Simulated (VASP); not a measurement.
# WC (Cmmm) in VASP: notebook, part 2 of 2

VASP 6.6.1.

## 5. Single point, RPBE+D3(BJ)

This run uses another cell than the first one, of 10.07 Å³/atom, 0.672 times its volume.

File INCAR:

```
ALGO = Normal
EDIFF = 1E-6
ENCUT = 520
GGA = RP
ISIF = 2
ISMEAR = -1
IVDW = 12
LASPH = True
LCHARG = False
LREAL = False
LWAVE = False
NBANDS = 16
NELM = 60
PREC = Accurate
SIGMA = 0.05
```

File KPOINTS:

```
k-points
0
Gamma
  10 10 6
```

File POSCAR:

```
WC
1.0
    1.4902711048     -2.3235665004      0.0000000000
    1.4902711048      2.3235665004      0.0000000000
    0.0000000000      0.0000000000      2.9070269541
W C
1 1
Direct
    0.5000000000      0.5000000000      0.5000000000
    0.0000000000      0.0000000000      0.0000000000
```

Potentials or basis: VASP PAW PBE potentials, release 64 (W_sv, C).

Launch:

```bash
$ cat potpaw_PBE.64/W_sv/POTCAR potpaw_PBE.64/C/POTCAR > POTCAR
$ mpirun -np 1 vasp_std > vasp.out
```

OUTCAR:

```text
EDIFF = 1E-6
   ENCUT = 520
   GGA = RP
   ISIF = 2
   ISMEAR = -1
   IVDW = 12
   LASPH = True
   LREAL = False
   NELM = 60
   PREC = Accurate
 IVDW          = 12

 ion  position               nearest neighbor table
   1  0.500  0.500  0.500-   2 2.08   2 2.08   2 2.08   2 2.08   2 2.74   2 2.74   2 2.74   2 2.74

   2  0.000  0.000  0.000-   1 2.08   1 2.08   1 2.08   1 2.08   1 2.74   1 2.74   1 2.74   1 2.74

  LATTYP: Found a base centered orthorhombic cell.
 ALAT       =     2.9805422096
 B/A-ratio  =     1.5591569164
 C/A-ratio  =     0.9753349390

  Lattice vectors:

 A1 = (   1.4902711048,  -2.3235665004,   0.0000000000)
 A2 = (   1.4902711048,   2.3235665004,   0.0000000000)
 A3 = (   0.0000000000,   0.0000000000,   2.9070269541)

Analysis of symmetry for initial positions (statically):
=====================================================================
 Subroutine PRICEL returns:
 Original cell was already a primitive cell.

 Routine SETGRP: Setting up the symmetry group for a
 base centered orthorhombic supercell.

 Subroutine GETGRP returns: Found  8 space group operations
 (whereof  8 operations were pure point group operations)
 out of a pool of  8 trial point group operations.

The static configuration has the point symmetry D_2h.

Analysis of symmetry for dynamics (positions and initial velocities):
=====================================================================
 Subroutine PRICEL returns:
 Original cell was already a primitive cell.

 Routine SETGRP: Setting up the symmetry group for a
 base centered orthorhombic supercell.

 Subroutine GETGRP returns: Found  8 space group operations
 (whereof  8 operations were pure point group operations)
 out of a pool of  8 trial point group operations.

The dynamic configuration has the point symmetry D_2h.

 Subroutine INISYM returns: Found  8 space group operations
 (whereof  8 operations are pure point group operations),
 and found     1 'primitive' translations

[... 115 lines left out ...]
  volume/ion in A,a.u.               =      10.07        67.93
  Fermi-wavevector in a.u.,A,eV,Ry     =   1.577124  2.980332 33.842046  2.487320
  Thomas-Fermi vector in A             =   2.677854
   LORBIT       =      0    0 simple, 1 ext, 2 COOP (PROOUT), +10 PAW based schemes
   GGA     = RP    functional components
   LHFCALC =     F    Hartree Fock is set to
   AEXX    =    0.0000 exact exchange contribution
   IVDW    =    12    specifies the selected vdW correction
   LEPSILON=     F    determine dielectric tensor
   LRPA    =     F    only Hartree local field effects (RPA)
 non-spin polarized calculation
  energy-cutoff  :      520.00
  volume of cell :       20.13
 maximum number of plane-waves:       555
 NGX is ok and might be reduce to    24
   NGX = 11   NGY = 11   NGZ = 11

 number of electron      17.9999999 magnetization

 Free energy of the ion-electron system (eV)
  ---------------------------------------------------
  ext. energy  EPLUGINS =         0.00000000
  ---------------------------------------------------
  free energy    TOTEN  =       -19.18517770 eV

  energy without entropy =      -19.17704617  energy(sigma->0) =      -19.18111194

 E-fermi :  12.5806     XC(G=0): -13.9293

 val. band max:       12.5723132596   @ k =   0.5000   0.0000   0.5000
 cond. band min:      12.5810135462   @ k =   0.4000   0.4000   0.3333
 fundamental gap:      0.0087002866
 Fermi energy:        12.5805854011

 k-point     1 :       0.0000    0.0000    0.0000
  band No.  band energies     occupation
      1     -61.9914      2.00000
      2     -26.1919      2.00000
      3     -25.9883      2.00000
      4     -25.5988      2.00000
      5      -3.2123      2.00000
      6       7.0503      2.00000
[... 433 lines left out ...]
      3     -26.4200      2.00000
      4     -26.0155      2.00000
      5       1.0881      2.00000
      6       5.1382      2.00000
[... 8 lines left out ...]
     15      25.3895      0.00000
     16      28.0218      0.00000

 [... further k-points ...]

------------------------ aborting loop because EDIFF is reached ----------------------------------------

 Edisp (eV)   -5.46763

 E8    (eV) :    -3.7493

  FORCE on cell =-STRESS in cart. coord.  units (eV):
  Direction    XX          YY          ZZ          XY          YZ          ZX
  --------------------------------------------------------------------------------------
  -------------------------------------------------------------------------------------
  Total       0.16701     0.10406     0.14823     0.00000     0.00000     0.00000
  in kB      13.29081     8.28139    11.79607     0.00000     0.00000     0.00000
  external pressure =       11.12 kB  Pullay stress =        0.00 kB

 VOLUME and BASIS-vectors are now :
 -----------------------------------------------------------------------------
  energy-cutoff  :      520.00
  volume of cell :       20.13
      direct lattice vectors                 reciprocal lattice vectors
     1.490271105 -2.323566500  0.000000000     0.335509424 -0.215186439  0.000000000
     1.490271105  2.323566500  0.000000000     0.335509424  0.215186439  0.000000000
     0.000000000  0.000000000  2.907026954     0.000000000  0.000000000  0.343994058

 POSITION                                       TOTAL-FORCE (eV/Angst)
 -----------------------------------------------------------------------------------
      1.49027      0.00000      1.45351         0.000000      0.000000      0.000000
      0.00000      0.00000      0.00000        -0.000000     -0.000000      0.000000
 -----------------------------------------------------------------------------------
    total drift:                                0.000000     -0.000000     -0.000000

  FREE ENERGIE OF THE ION-ELECTRON SYSTEM (eV)
  ---------------------------------------------------
  free  energy   TOTEN  =       -24.6528052255 eV

  energy  without entropy=      -24.6446736981  energy(sigma->0) =      -24.64873946
```

OSZICAR:

```text
N       E                     dE             d eps       ncg     rms          rms(c)
DAV:   1     0.133741902039E+03    0.13374E+03   -0.11096E+04  3976   0.131E+03
DAV:   2    -0.183673465200E+02   -0.15211E+03   -0.14706E+03  4760   0.355E+02
DAV:   3    -0.218915333981E+02   -0.35242E+01   -0.35110E+01  4360   0.529E+01
DAV:   4    -0.219103678700E+02   -0.18834E-01   -0.18834E-01  5088   0.427E+00
DAV:   5    -0.219105261111E+02   -0.15824E-03   -0.15824E-03  4432   0.349E-01    0.336E+01
DAV:   6    -0.195212553478E+02    0.23893E+01   -0.94430E+00  4744   0.262E+01    0.990E+00
DAV:   7    -0.192284554217E+02    0.29280E+00   -0.11452E+00  4456   0.807E+00    0.905E+00
DAV:   8    -0.191861993626E+02    0.42256E-01   -0.84957E-02  4376   0.289E+00    0.105E+00
DAV:   9    -0.191852160305E+02    0.98333E-03   -0.33364E-03  4448   0.467E-01    0.122E-01
DAV:  10    -0.191851742338E+02    0.41797E-04   -0.23781E-04  4848   0.165E-01    0.332E-02
DAV:  11    -0.191851775745E+02   -0.33407E-05   -0.10149E-05  4560   0.305E-02    0.804E-03
DAV:  12    -0.191851776989E+02   -0.12439E-06   -0.21594E-06  3920   0.129E-02
   1 F= -.24652805E+02 E0= -.24648739E+02  d E =-.813153E-02
```

stdout:

```text
POSCAR found type information on POSCAR W C
 POSCAR found :  2 types and       2 ions
 scaLAPACK will be used
 -----------------------------------------------------------------------------
|                                                                             |
|                                                                             |
|     You enforced a specific xc type in the INCAR file but a different       |
|     I HOPE YOU KNOW WHAT YOU ARE DOING!                                     |
|                                                                             |
 -----------------------------------------------------------------------------

 LDA part: xc-table for (Slater+PW92), standard interpolation
 POSCAR, INCAR and KPOINTS ok, starting setup
 FFT: planning ... GRIDC
 FFT: planning ... GRID_SOFT
 FFT: planning ... GRID
 WAVECAR not read
 entering main loop
```

Wall time 13 s (1 thread of Intel Xeon 6975P-C (Granite Rapids), shared host); peak memory 0.18 GiB.

Results:

```
Free energy                : -24.6528 eV
Pressure                   : 1.1 GPa
Band gap on the k mesh     : zero (band 9 reaches 16.12 eV, above the bottom of band 10 at 11.41 eV)
Dispersion energy per atom : -2.734 eV
```

Levels at points of the mesh, in eV from the Fermi level:
```csv
k point,band 5,band 6,band 7,band 8,band 9,band 10,band 11,band 12,band 13,band 14
"(0.00, 0.00, 0.00)",-15.79,-5.53,-2.83,-1.50,-1.47,-0.08,0.52,1.57,3.28,9.78
"(0.50, 0.00, 0.00)",-10.83,-9.50,-6.49,-6.20,1.74,2.05,3.86,6.44,7.12,9.59
"(0.50, 0.50, 0.00)",-13.11,-6.30,-4.56,-1.95,-1.43,-0.48,0.31,4.55,4.71,10.26
"(0.00, 0.00, 0.50)",-11.89,-9.88,-5.42,-2.13,-1.56,0.53,2.13,3.22,10.25,11.79
"(0.50, 0.00, 0.50)",-13.26,-5.17,-4.69,-3.74,-1.38,-0.01,3.39,4.42,7.64,10.05
"(0.50, 0.50, 0.50)",-9.10,-9.00,-8.92,-7.10,3.54,3.83,4.81,6.18,7.18,8.90
```

Caveat: the k points lie up to 0.36 Å⁻¹ apart; the PAW data sets were made with another functional, which shifts forces and pressure a little; spin-orbit coupling is left out, which moves the levels of the heavy elements; pairwise dispersion overbinds metals, which lowers pressure and volume.

## 6. The runs side by side

| level | cell | k mesh | grid for exact exchange (PRECFOCK) | gap on the mesh (eV) | pressure (GPa) |
| --- | --- | --- | --- | --- | --- |
| r2SCAN0 | a = 2.679, b = 2.679, c = 4.309 Å, angles 90.0, 90.0, 104.5°, 2 atoms | 5 × 5 × 3 | Normal | none | -43.2 |
| r2SCANh | a = 2.679, b = 2.679, c = 4.309 Å, angles 90.0, 90.0, 104.5°, 2 atoms | 5 × 5 × 3 | Normal | none | -39.7 |
| r2SCAN50 | a = 2.679, b = 2.679, c = 4.309 Å, angles 90.0, 90.0, 104.5°, 2 atoms | 5 × 5 × 3 | Normal | none | -48.9 |
| RPBE+D3(BJ) | a = 2.760, b = 2.760, c = 2.907 Å, angles 90.0, 90.0, 114.7°, 2 atoms | 10 × 10 × 6 | - | none | 1.1 |

Alike in all rows: task single point; potentials or basis VASP PAW PBE potentials, release 64 (W_sv, C); no spin polarisation; cutoff (eV) 520; smearing fermi-dirac 0.05 eV.

Caveats: all runs use coarse meshes; the PAW data sets were made with another functional, which shifts forces and pressure a little; spin-orbit coupling is left out, which moves the levels of the heavy elements; pairwise dispersion overbinds metals, which lowers pressure and volume (some runs).

Absolute energies hang on the potentials; compare differences alone.
